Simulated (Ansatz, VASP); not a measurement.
## PbS: VASP beside Ansatz

Contents of INCAR:

```
PREC = Accurate
ENCUT = 520
EDIFF = 1E-6
ISMEAR = 0
SIGMA = 0.01
LREAL = F
LASPH = T
NELM = 80
ALGO = Normal
ISIF = 2
LWAVE = F
LCHARG = F
GGA = B5
ALDAX = 1.0
AGGAX = 1.0
AGGAC = 1.0
ALDAC = 0.0
NBANDS = 28
```

The input KPOINTS:

```
regular mesh
0
Gamma
  6 6 2
```

The input POSCAR:

```
PbS
1.0
    2.9405000000     -2.9000000000      0.0000000000
    2.9405000000      2.9000000000      0.0000000000
   -1.0800500000      0.0000000000     11.7092900000
Pb S
2 2
Direct
    0.7756000000      0.7756000000      0.6363800000
    0.2244000000      0.2244000000      0.3636200000
    0.2684000000      0.2684000000      0.5986000000
    0.7316000000      0.7316000000      0.4014000000
```

Input for Ansatz:

```yaml
crystal:
  lattice:
    - [2.9405, -2.9, 0.0]
    - [2.9405, 2.9, 0.0]
    - [-1.08005, 0.0, 11.70929]
  atoms:
    - { symbol: Pb, position: [0.7756, 0.7756, 0.63638] }
    - { symbol: Pb, position: [0.2244, 0.2244, 0.36362] }
    - { symbol: S, position: [0.2684, 0.2684, 0.5986] }
    - { symbol: S, position: [0.7316, 0.7316, 0.4014] }
kpoints:
  mp_grid:
    grid: [6, 6, 2]
hamiltonian:
  xc: blyp
  pseudopotentials:
    kind: paw
scf:
  occupations:
    method: fixed
output:
  stress: true
  eigenvalues: true
```

Alike in both runs: task single point; functional BLYP; k mesh 6 × 6 × 2; no spin polarisation.

|  | VASP | Ansatz |
| --- | --- | --- |
| version | VASP 6.6.1 | Ansatz 0.2.0 |
| potentials or method | VASP PAW PBE potentials, release 64 (Pb_d, S) | plane waves, PAW |
| plane-wave cutoff (eV) | 520 | 420 |
| occupations | gaussian, width 0.01 eV | fixed |
| valence electrons in the cell | 40 | 40 |

|  | VASP | Ansatz | Ansatz less VASP |
| --- | --- | --- | --- |
| gap on the k mesh at the Fermi level (eV) | 1.18 | 1.19 | +0.010 |

VASP's potentials were made for PBE, not for BLYP.

Spin-orbit coupling is off throughout.
